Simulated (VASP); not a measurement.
The system is CdBi2.

```
CELL_PARAMETERS angstrom
3.62467 0.00000 0.00000
-1.81234 3.13906 0.00000
0.00000 0.00000 14.09848
ATOMIC_POSITIONS crystal
Cd 0.33333 0.66667 0.25000
Cd 0.66667 0.33333 0.75000
Bi 0.33333 0.66667 0.62750
Bi 0.66667 0.33333 0.12750
Bi 0.33333 0.66667 0.87250
Bi 0.66667 0.33333 0.37250
```

```yaml
Program: VASP 6.6.1
Task: relaxation of cell and atoms
Functional: PBE
Potentials_or_basis: VASP PAW PBE potentials, release 64 (Cd, Bi_d)
Cutoff: 600 eV
k_mesh: 6 × 6 × 2
Occupations: gaussian, width 0.1 eV
Spin: no spin polarisation
```

At the start: pressure 22.4 GPa; volume 26.74 Å³/atom.

**Question.** Where does the relaxation end?

**Answer.** Over 39 steps the energy falls by 695.5 meV/atom and the volume is 33.08 Å³/atom (+23.7 %); space group P6_3/mmc (No. 194, to 0.1 Å) before and after.

Step by step:
| step | energy change (eV) | largest force (eV/Å) | pressure (GPa) | volume (Å³) |
| --- | --- | --- | --- | --- |
| 1 | 0.0000 | 3.1443 | 22.42 | 160.41 |
| 2 | -1.5114 | 0.5700 | -5.98 | 263.81 |
| 3 | -2.9651 | 0.2320 | -0.67 | 208.58 |
| 4 | -2.9668 | 0.2625 | -0.46 | 207.54 |
| 5 | -2.9668 | 0.2920 | -0.24 | 206.51 |
| 6 | -3.0263 | 0.3126 | -0.19 | 205.06 |
| 7 | -3.2531 | 0.2723 | 0.01 | 200.35 |
| 8 | -3.5940 | 0.3566 | 1.79 | 189.41 |
| 9 | -3.6309 | 0.3526 | 3.61 | 183.91 |
| 10 | -3.2120 | 0.8924 | 9.44 | 171.62 |
| 11 | -3.6179 | 0.4133 | 4.51 | 181.84 |
| 12 | -3.6366 | 0.4069 | 4.46 | 182.04 |
| 13 | -3.6818 | 0.4094 | 4.32 | 182.62 |
| 14 | -3.7364 | 0.4797 | 4.09 | 183.64 |
| 15 | -3.7536 | 0.4968 | 4.23 | 185.07 |
| 16 | -3.7773 | 0.4758 | 4.06 | 184.59 |
| 17 | -3.7742 | 0.4722 | 4.11 | 184.79 |
| 18 | -3.8434 | 0.4048 | 3.21 | 187.41 |
| 19 | -3.9638 | 0.2523 | 0.89 | 195.43 |
| 20 | -3.9807 | 0.2192 | -0.05 | 199.46 |
| 21 | -3.9811 | 0.2155 | -0.20 | 200.22 |
| 22 | -3.9840 | 0.2232 | -0.20 | 200.04 |
| 23 | -3.9930 | 0.2478 | -0.14 | 199.50 |
| 24 | -4.0129 | 0.2951 | -0.01 | 198.42 |
| 25 | -4.0554 | 0.3048 | 0.28 | 196.26 |
| 26 | -4.1178 | 0.1419 | 1.17 | 191.92 |
| 27 | -4.1186 | 0.0346 | 1.69 | 190.19 |
| 28 | -4.1203 | 0.0823 | 1.46 | 190.90 |
| 29 | -4.1238 | 0.0685 | 1.44 | 191.03 |
| 30 | -4.1331 | 0.0429 | 1.39 | 191.40 |
| 31 | -4.1459 | 0.0111 | 1.34 | 192.13 |
| 32 | -4.1420 | 0.2015 | 1.30 | 193.56 |
| 33 | -4.1498 | 0.0702 | 1.32 | 192.70 |
| 34 | -4.1588 | 0.0418 | 1.02 | 193.90 |
| 35 | -4.1719 | 0.0368 | 0.15 | 197.55 |
| 36 | -4.1721 | 0.0483 | 0.05 | 198.06 |
| 37 | -4.1721 | 0.0507 | 0.03 | 198.18 |
| 38 | -4.1724 | 0.0407 | 0.01 | 198.26 |
| 39 | -4.1731 | 0.0286 | -0.01 | 198.50 |

Final structure:
```
Cd Bi
1.0
     4.41024    0.00000    0.00000
    -2.20512    3.81938    0.00000
     0.00000    0.00000   11.78414
Cd Bi
2 4
Cartesian
  0.0000 2.5463 2.9460
  2.2051 1.2731 8.8381
  0.0000 2.5463 6.8849
  2.2051 1.2731 0.9928
  0.0000 2.5463 10.7913
  2.2051 1.2731 4.8993
```

Caveat: the volume moved by over 15 % at a fixed basis, so the end points are rough.
